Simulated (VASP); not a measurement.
# Li2B (Immm) in VASP: a series of runs

Runs on Li2B. Level: PBE. Tasks: single point, relaxation of cell and atoms.

Everything below comes from runs of VASP 6.6.1. Logs are shortened: lines on timing, memory, paths and dates and some standing lists are left out, and cuts for length are marked.

## Step 1: The cell of the first run

It takes space group Immm (No. 71, orthorhombic). Conventional cell: a = 2.320 Å, b = 3.306 Å, c = 6.956 Å, α = 90.00°, β = 90.00°, γ = 90.00°. Within 2.7 Å of Li (site symmetry mm2) lie 7 Li at 2.04 to 2.48 Å and 5 B at 2.26 to 2.46 Å. Within 3.0 Å of B (site symmetry mmm) lie 10 Li at 2.26 to 2.46 Å and 2 B at 2.32 Å.

## Step 2: Single point, PBE

Input file INCAR:

```
PREC = Accurate ; ENCUT = 520
EDIFF = 1E-6 ; ISMEAR = 0
SIGMA = 0.1 ; LREAL = False
LASPH = True ; NELM = 80
ALGO = Normal ; ISIF = 2
LWAVE = False ; LCHARG = False
GGA = PE ; NBANDS = 12
```

Input file KPOINTS:

```
regular mesh
0
Gamma
  8 8 8
```

Input file POSCAR:

```
Li2B
1.0
   -1.1601176600      1.6527877500      3.4778200500
    1.1601176600     -1.6527877500      3.4778200500
    1.1601176600      1.6527877500     -3.4778200500
Li B
2 1
Direct
    0.3529999900      0.3529999900      0.0000000000
    0.6470000100      0.6470000100      0.0000000000
    0.0000000000      0.0000000000      0.0000000000
```

Potentials or basis: VASP PAW PBE potentials, release 64 (Li_sv, B).

On the command line:

```sh
cat potpaw_PBE.64/Li_sv/POTCAR potpaw_PBE.64/B/POTCAR > POTCAR
mpirun -np 1 vasp_std > vasp.out
```

OUTCAR:

```text
PREC = Accurate
   ENCUT = 520
   EDIFF = 1E-6
   ISMEAR = 0
   LREAL = False
   LASPH = True
   NELM = 80
   ISIF = 2
   GGA = PE

 ion  position               nearest neighbor table
   1  0.353  0.353  0.000-   2 2.04   3 2.26   3 2.26   3 2.26   3 2.26   2 2.48   2 2.48   2 2.48
                             2 2.48
   2  0.647  0.647  0.000-   1 2.04   3 2.26   3 2.26   3 2.26   3 2.26   1 2.48   1 2.48   1 2.48
                             1 2.48
   3  0.000  0.000  0.000-   2 2.26   2 2.26   2 2.26   1 2.26   2 2.26   1 2.26   1 2.26   1 2.26

  LATTYP: Found a body centered orthorhombic cell.
 ALAT       =     2.3202353200
 B/A-ratio  =     1.4246725199
 C/A-ratio  =     2.9978166611

  Lattice vectors:

 A1 = (  -1.1601176600,   1.6527877500,   3.4778200500)
 A2 = (   1.1601176600,  -1.6527877500,   3.4778200500)
 A3 = (   1.1601176600,   1.6527877500,  -3.4778200500)

Analysis of symmetry for initial positions (statically):
=====================================================================
 Subroutine PRICEL returns:
 Original cell was already a primitive cell.

 Routine SETGRP: Setting up the symmetry group for a
 body centered orthorhombic supercell.

 Subroutine GETGRP returns: Found  8 space group operations
 (whereof  8 operations were pure point group operations)
 out of a pool of  8 trial point group operations.

The static configuration has the point symmetry D_2h.

Analysis of symmetry for dynamics (positions and initial velocities):
=====================================================================
 Subroutine PRICEL returns:
 Original cell was already a primitive cell.

 Routine SETGRP: Setting up the symmetry group for a
 body centered orthorhombic supercell.

 Subroutine GETGRP returns: Found  8 space group operations
 (whereof  8 operations were pure point group operations)
 out of a pool of  8 trial point group operations.

The dynamic configuration has the point symmetry D_2h.

 Subroutine INISYM returns: Found  8 space group operations
 (whereof  8 operations are pure point group operations),
 and found     1 'primitive' translations

----------------------------------------------------------------------------------------

                                     Primitive cell

  volume of cell :      26.6739

  direct lattice vectors                    reciprocal lattice vectors
    -1.160117660  1.652787750  3.477820050     0.000000000  0.302519183  0.143768221
     1.160117660 -1.652787750  3.477820050     0.430990767  0.000000000  0.143768221
     1.160117660  1.652787750 -3.477820050     0.430990767  0.302519183  0.000000000

  length of vectors
     4.021543563  4.021543563  4.021543563     0.334943514  0.454337256  0.526565188

  position of ions in fractional coordinates (direct lattice)
     0.352999990  0.352999990  0.000000000
     0.647000010  0.647000010  0.000000000
     0.000000000  0.000000000  0.000000000

  ion indices of the primitive-cell ions
   primitive index   ion index
                 1           1
                 2           2
                 3           3

----------------------------------------------------------------------------------------

 KPOINTS: regular mesh

Automatic generation of k-mesh.
 Grid dimensions read from file:
 generate k-points for:    8    8    8

 Generating k-lattice:

  Cartesian coordinates                     Fractional coordinates (reciprocal lattice)
     0.000000000  0.037814898  0.017971028     0.125000000  0.000000000  0.000000000
     0.053873846  0.000000000  0.017971028     0.000000000  0.125000000  0.000000000
     0.053873846  0.037814898  0.000000000     0.000000000  0.000000000  0.125000000

  Length of vectors
     0.041867939  0.056792157  0.065820649

  Shift w.r.t. Gamma in fractional coordinates (k-lattice)
     0.000000000  0.000000000  0.000000000

 Subroutine IBZKPT returns following result:
 ===========================================

 Found     95 irreducible k-points:

 Following reciprocal coordinates:
            Coordinates               Weight
  0.000000  0.000000  0.000000      1.000000
  0.125000  0.000000  0.000000      4.000000
  0.250000  0.000000  0.000000      4.000000
  0.375000  0.000000 -0.000000      4.000000
  0.500000  0.000000  0.000000      2.000000
 -0.000000  0.125000  0.000000      4.000000
[... 16 lines left out ...]
  0.125000  0.375000  0.000000      8.000000
  0.250000  0.375000 -0.000000      8.000000
 [... further k-points ...]
   k-points           NKPTS =     95   k-points in BZ     NKDIM =     95   number of bands    NBANDS=     12
   number of dos      NEDOS =    301   number of ions     NIONS =      3
   total plane-waves  NPLWV =  27000
   dimension x,y,z NGX =    30 NGY =   30 NGZ =   30
   dimension x,y,z NGXF=    60 NGYF=   60 NGZF=   60
   ions per type =               2   1
   NGX,Y,Z   is equivalent  to a cutoff of  12.40, 12.40, 12.40 a.u.
   NGXF,Y,Z  is equivalent  to a cutoff of  24.80, 24.80, 24.80 a.u.
 SYSTEM =  unknown system
   PREC   = accura    normal or accurate (medium, high low for compatibility)
   ISTART =      0    job   : 0-new  1-cont  2-samecut
   ICHARG =      2    charge: 1-file 2-atom 10-const
   ISPIN  =      1    spin polarized calculation?
   LNONCOLLINEAR =      F non collinear calculations
   LSORBIT =      F    spin-orbit coupling
   LASPH  =      T    aspherical Exc in radial PAW
   ENCUT  =  520.0 eV  38.22 Ry    6.18 a.u.   7.48  7.48  7.48*2*pi/ulx,y,z
   NELM   =     80;   NELMIN=  2; NELMDL= -5     # of ELM steps
   EDIFF  = 0.1E-05   stopping-criterion for ELM
   LREAL  =      F    real-space projection
   EDIFFG = 0.1E-04   stopping-criterion for IOM
   NSW    =      0    number of steps for IOM
   IBRION =     -1    ionic relax: 0-MD 1-quasi-New 2-CG
   NFREE  =      0    steps in history (QN), initial steepest desc. (CG)
   ISIF   =      2    stress and relaxation
   ISYM   =      2    0-nonsym 1-usesym 2-fastsym
   POTIM  = 0.5000    time-step for ionic-motion
   TEBEG  =    0.0;   TEEND  =   0.0 temperature during run
   PSTRESS=    0.0 pullay stress
   NELECT =       9.0000    total number of electrons
   NUPDOWN=      -1.0000    fix difference up-down
   EMIN   =  10.00;   EMAX   =-10.00  energy-range for DOS
   EFERMI =   0.00;   METHOD = LEGACY
   ISMEAR =     0;   SIGMA  =   0.10  broadening in eV -4-tet -1-fermi 0-gaus
   EFERMI_NEDOS =   21; number of points for ismear=-14 and -15
   IALGO  =     38    algorithm
   IMIX   =      4    mixing-type and parameters
     AMIX     =   0.40;   BMIX     =  1.00
     AMIX_MAG =   1.60;   BMIX_MAG =  1.00
  volume/ion in A,a.u.               =       8.89        60.00
  Fermi-wavevector in a.u.,A,eV,Ry     =   1.139708  2.153736 17.673074  1.298934
  Thomas-Fermi vector in A             =   2.276411
   LORBIT       =      0    0 simple, 1 ext, 2 COOP (PROOUT), +10 PAW based schemes
   GGA     = PE    functional components
   LHFCALC =     F    Hartree Fock is set to
   AEXX    =    0.0000 exact exchange contribution
   IVDW    =     0    specifies the selected vdW correction
   LEPSILON=     F    determine dielectric tensor
   LRPA    =     F    only Hartree local field effects (RPA)
 non-spin polarized calculation
 Gauss-broadening in eV      SIGMA  =   0.10
  energy-cutoff  :      520.00
  volume of cell :       26.67
 maximum number of plane-waves:       737
 NGX is ok and might be reduce to    30
   NGX = 15   NGY = 15   NGZ = 15

 number of electron       8.9999999 magnetization

 Free energy of the ion-electron system (eV)
  ---------------------------------------------------
  ext. energy  EPLUGINS =         0.00000000
  ---------------------------------------------------
  free energy    TOTEN  =        -8.94667116 eV

  energy without entropy =       -8.94185399  energy(sigma->0) =       -8.94426257

 E-fermi :   3.6107     XC(G=0):  -9.9757

 val. band max:        3.6103529825   @ k =   0.0000   0.0000   0.0000
 cond. band min:       3.6544401344   @ k =  -0.0000   0.2500   0.0000
 fundamental gap:      0.0440871519
 Fermi energy:         3.6107029539

 k-point     1 :       0.0000    0.0000    0.0000
  band No.  band energies     occupation
      1     -41.4858      2.00000
      2     -41.2147      2.00000
      3      -4.9325      2.00000
      4       3.6104      1.00395
      5       4.3279      0.00000
      6       5.7774      0.00000
      7       9.9858      0.00000
      8      12.0997      0.00000
      9      12.9927      0.00000
     10      17.6237      0.00000
     11      22.3899      0.00000
     12      24.3367      0.00000

 k-point     2 :       0.1250    0.0000    0.0000
  band No.  band energies     occupation
      1     -41.4782      2.00000
      2     -41.2211      2.00000
      3      -4.8292      2.00000
      4       3.0777      2.00000
      5       3.5188      1.80642
      6       6.5469      0.00000
      7      10.1317      0.00000
      8      12.9764      0.00000
      9      13.0403      0.00000
     10      18.4294      0.00000
     11      22.6260      0.00000
     12      23.7550      0.00000

 k-point     3 :       0.2500    0.0000    0.0000
  band No.  band energies     occupation
      1     -41.4579      2.00000
      2     -41.2385      2.00000
      3      -4.5426      2.00000
      4       2.0683      2.00000
      5       2.2900      2.00000
      6       7.5765      0.00000
      7      10.7266      0.00000
      8      13.1642      0.00000
      9      15.0678      0.00000
     10      20.4485      0.00000
     11      21.3942      0.00000
     12      23.0323      0.00000
[... 286 lines left out ...]
 k-point    23 :       0.1250    0.3750    0.0000
  band No.  band energies     occupation
      1     -41.3324      2.00000
      2     -41.1858      2.00000
      3      -1.8476      2.00000
      4       3.0887      2.00000
      5       3.6648      0.44384
      6       6.1841      0.00000
      7      11.2317      0.00000
      8      11.9218      0.00000
      9      14.2595      0.00000
     10      14.9154      0.00000
     11      16.6792      0.00000
     12      18.2888      0.00000

 k-point    24 :       0.2500    0.3750   -0.0000
  band No.  band energies     occupation
      1     -41.3236      2.00000
      2     -41.1924      2.00000
      3      -1.4014      2.00000
      4       2.6749      2.00000
      5       3.5957      1.16779
      6       5.2390      0.00000
      7      11.2192      0.00000
      8      11.7280      0.00000
      9      13.7153      0.00000
     10      16.2219      0.00000
     11      17.0433      0.00000
     12      18.1481      0.00000

 [... further k-points ...]

------------------------ aborting loop because EDIFF is reached ----------------------------------------

  FORCE on cell =-STRESS in cart. coord.  units (eV):
  Direction    XX          YY          ZZ          XY          YZ          ZX
  --------------------------------------------------------------------------------------
  -------------------------------------------------------------------------------------
  Total       -0.6857434      2.0213027      2.5284028      0.0000000      0.0000000      0.0000000
  in kB      -41.1894477    121.4103510    151.8695185      0.0000000      0.0000000      0.0000000
  external PRESSURE =      77.3634740 kB  Pullay stress =       0.0000000 kB

 VOLUME and BASIS-vectors are now :
 -----------------------------------------------------------------------------
  energy-cutoff  :      520.00
  volume of cell :       26.67
      direct lattice vectors                 reciprocal lattice vectors
    -1.160117660  1.652787750  3.477820050     0.000000000  0.302519183  0.143768221
     1.160117660 -1.652787750  3.477820050     0.430990767  0.000000000  0.143768221
     1.160117660  1.652787750 -3.477820050     0.430990767  0.302519183  0.000000000

 POSITION                                       TOTAL-FORCE (eV/Angst)
 -----------------------------------------------------------------------------------
      0.00000      0.00000      2.45534        -0.000000     -0.000000     -0.588845
      0.00000      0.00000      4.50030         0.000000      0.000000      0.588845
      0.00000      0.00000      0.00000         0.000000      0.000000      0.000000
 -----------------------------------------------------------------------------------
    total drift:                               -0.000000     -0.000000      0.000000

  FREE ENERGIE OF THE ION-ELECTRON SYSTEM (eV)
  ---------------------------------------------------
  free  energy   TOTEN  =        -8.9466711564 eV

  energy  without entropy=       -8.9418539909  energy(sigma->0) =       -8.94426257
```

Wall time 48 s (1 thread of AMD EPYC 7R43 (Zen 3), shared host); peak memory 0.13 GiB.

What came out:

| Item | Value |
| --- | --- |
| Free energy | -8.9467 eV |
| Largest force | 0.589 eV/Å |

Forces on the atoms (eV/Å):
```
Li   0.000  0.000 -0.589
Li   0.000  0.000  0.589
B    0.000  0.000  0.000
```

Caveat: the k points lie up to 0.41 Å⁻¹ apart; the cutoff is under 1.25 times the usual one of these potentials, so pressure, stress and relaxed cells hold a basis-set (Pulay) error.

## Step 3: Single point, PBE

This run uses another cell than the first one, of 9.30 Å³/atom, 1.046 times its volume.

Input file INCAR:

```
SYSTEM = Li2B
ALGO = Normal ; EDIFF = 1E-6
ENCUT = 520 ; GGA = PE
ISIF = 2 ; ISMEAR = 0
LASPH = .True. ; LCHARG = .False.
LREAL = .False. ; LWAVE = .False.
NBANDS = 12 ; NELM = 80
PREC = Accurate ; SIGMA = 0.1
```

Input file KPOINTS:

```
k-points
0
Gamma
  8 8 8
  0 0 0
```

Input file POSCAR:

```
Li2B
1.0
   -1.0359651722      1.9015562709      3.5422888416
    1.0359651722     -1.9015562709      3.5422888416
    1.0359651722      1.9015562709     -3.5422888416
Li B
2 1
Direct
    0.3433588753      0.3433588753      0.0000000000
    0.6566411247      0.6566411247      0.0000000000
    0.0000000000      0.0000000000      0.0000000000
```

Potentials or basis: VASP PAW PBE potentials, release 64 (Li_sv, B).

On the command line:

```sh
cat potpaw_PBE.64/Li_sv/POTCAR potpaw_PBE.64/B/POTCAR > POTCAR
mpirun -np 1 vasp_std > vasp.out
```

Run time: 57 s. Hardware: 1 thread of AMD EPYC 7R43 (Zen 3), shared host; peak memory 0.14 GiB.

Results (log left out):

| Item | Value |
| --- | --- |
| Free energy | -9.3003 eV |
| Largest force | 0.004 eV/Å |

Forces on the atoms (eV/Å):
```
Li   0.000  0.000 -0.004
Li   0.000  0.000  0.004
B    0.000  0.000  0.000
```

Levels at points of the mesh, in eV from the Fermi level:
```
           k point  band 3  band 4  band 5  band 6  band 7  band 8
(0.00, 0.00, 0.00)   -9.06   -1.08   -1.04    1.82    3.14    4.94
(0.50, 0.00, 0.00)   -8.51   -3.93   -2.87    3.27    8.22   10.72
(0.00, 0.50, 0.00)   -2.93   -2.10    1.78    4.22    6.09    8.55
(0.50, 0.50, 0.00)   -2.97   -0.26    0.27    3.30    3.71    7.46
(0.50, 0.50, 0.50)   -8.57   -4.13   -2.37    4.25    8.83    8.87
```

Caveat: the k points lie up to 0.43 Å⁻¹ apart; the cutoff is under 1.25 times the usual one of these potentials, so pressure, stress and relaxed cells hold a basis-set (Pulay) error.

## Step 4: Relaxation of cell and atoms, PBE

Input file INCAR:

```
  ALGO = Normal
  EDIFF = 1E-7
  EDIFFG = -0.04
  ENCUT = 600
  GGA = PE
  IBRION = 2
  ISIF = 3
  ISMEAR = 0
  LASPH = True
  LCHARG = False
  LREAL = False
  LWAVE = False
  NELM = 60
  NSW = 90
  PREC = Accurate
  SIGMA = 0.1
```

Input file KPOINTS:

```
k-points
0
Gamma
  8 8 8
```

Input file POSCAR:

```
Li2B
1.0
   -1.1601176600      1.6527877500      3.4778200500
    1.1601176600     -1.6527877500      3.4778200500
    1.1601176600      1.6527877500     -3.4778200500
Li B
2 1
Direct
    0.3529999900      0.3529999900      0.0000000000
    0.6470000100      0.6470000100      0.0000000000
    0.0000000000      0.0000000000      0.0000000000
```

On the command line:

```sh
cat potpaw_PBE.64/Li_sv/POTCAR potpaw_PBE.64/B/POTCAR > POTCAR
mpirun -np 1 vasp_std > vasp.out
```

Wall time 7.3 min (1 thread of AMD EPYC 7R43 (Zen 3), shared host); peak memory 0.14 GiB.

Results (log left out):

```
Free energy                            : -9.2988 eV
Relaxed volume                         : 9.27 Å³/atom
Relaxed cell                           : a = 4.150 Å, b = 4.150 Å, c = 4.150 Å, α = 151.07°, β = 125.72°, γ = 62.68°
Space group after relaxing (to 0.05 Å) : Immm (No. 71)
Energy gained by relaxing              : 116.8 meV/atom
Ionic steps                            : 13
Pressure after relaxing                : 0.0 GPa
Largest force after relaxing           : 0.009 eV/Å
```

Forces in eV/Å, atoms in the order of the input:
```
Li   0.000  0.000  0.009
Li   0.000  0.000 -0.009
B    0.000  0.000  0.000
```

Stress tensor (GPa, compression positive):
```
-0.19  0.00  0.00
 0.00  0.24  0.00
 0.00  0.00 -0.10
```

Step by step:
```
step  energy change (eV)  largest force (eV/Å)  pressure (GPa)  volume (Å³)
   1              0.0000                0.5886            7.64        26.67
   2             -0.1527                0.1425            2.14        28.32
   3             -0.1740                0.4697           -4.59        31.31
   4             -0.2013                0.2708           -2.21        30.06
   5             -0.2609                0.2250           -2.79        29.97
   6             -0.2631                0.0029           -3.77        29.39
   7             -0.3097                0.1185           -3.17        29.77
   8             -0.3108                0.0990           -3.18        29.73
   9             -0.3419                0.1224           -0.85        28.38
  10             -0.3433                0.1776           -0.22        28.06
  11             -0.3480                0.1015            0.05        27.89
  12             -0.3494                0.0234            0.36        27.71
  13             -0.3504                0.0090           -0.02        27.82
```

Final structure:
```
Li B
1.0
    -1.03644    1.89305    3.54438
     1.03644   -1.89305    3.54438
     1.03644    1.89305   -3.54438
Li B
2 1
Direct
  0.34335 0.34335 0.00000
  0.65665 0.65665 0.00000
  0.00000 0.00000 0.00000
```

Levels at points of the mesh, in eV from the Fermi level:
| k point | band 3 | band 4 | band 5 | band 6 | band 7 | band 8 |
| --- | --- | --- | --- | --- | --- | --- |
| (0.00, 0.00, 0.00) | -9.06 | -1.08 | -1.01 | 1.81 | 3.19 | 5.02 |
| (0.50, 0.00, 0.00) | -8.50 | -3.92 | -2.87 | 3.29 | 8.24 | 10.85 |
| (0.00, 0.50, 0.00) | -2.94 | -2.13 | 1.76 | 4.24 | 6.13 | 8.59 |
| (0.50, 0.50, 0.00) | -2.97 | -0.26 | 0.25 | 3.29 | 3.71 | 7.47 |
| (0.50, 0.50, 0.50) | -8.58 | -4.13 | -2.33 | 4.33 | 8.87 | 8.87 |

Caveat: the k points lie up to 0.43 Å⁻¹ apart in the final cell; the cutoff is under 1.25 times the usual one of these potentials, so pressure, stress and relaxed cells hold a basis-set (Pulay) error.

## Step 5: Summary

| task | cell | cutoff (eV) | gap on the mesh (eV) | largest force (eV/Å) |
| --- | --- | --- | --- | --- |
| single point | a = 4.022 Å, angles 146.5, 131.5, 60.3°, 3 atoms | 520 | none | 0.59 |
| single point | a = 4.152 Å, angles 151.1, 125.5, 62.9°, 3 atoms | 520 | none | - |
| relaxation of cell and atoms | relaxed from a = 4.022 Å, angles 146.5, 131.5, 60.3°, 3 atoms | 600 | none | 0.01 |

Alike in all rows: level PBE; potentials or basis VASP PAW PBE potentials, release 64 (Li_sv, B); no spin polarisation; k mesh 8 × 8 × 8; smearing gaussian 0.1 eV.

Caveats: all runs use coarse meshes; the cutoff is under 1.25 times the usual one of these potentials, so pressure, stress and relaxed cells hold a basis-set (Pulay) error.

Total energies depend on the potentials used, so only differences within one code and one set of settings carry meaning.
